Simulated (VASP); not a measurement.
Mg:

```
CELL_PARAMETERS angstrom
-1.83599 1.83599 1.67940
1.83599 -1.83599 1.67940
1.83599 1.83599 -1.67940
ATOMIC_POSITIONS crystal
Mg 0.00000 0.00000 0.00000
```

Base run:

* Program: VASP 6.6.1
* Functional: PBE
* Potentials or basis: VASP PAW PBE potentials, release 64 (Mg)
* Cutoff: 520 eV
* k mesh: 11 × 11 × 11
* Occupations: gaussian, width 0.1 eV
* Spin: no spin polarisation

Its results: band gap on the k mesh zero (band 1 reaches 5.87 eV, above the bottom of band 2 at 1.55 eV); pressure 0.4 GPa.

Question: The run is repeated on the same cell with these changes: functional from PBE to RPBE; occupations from gaussian, width 0.1 eV to gaussian, width 0.02 eV. What comes out?

Answer: Band gap on the k mesh zero (band 1 reaches 5.96 eV, above the bottom of band 2 at 1.68 eV); pressure 1.6 GPa.

Caveats: the PAW data sets were made with another functional, which shifts forces and pressure a little (some runs).
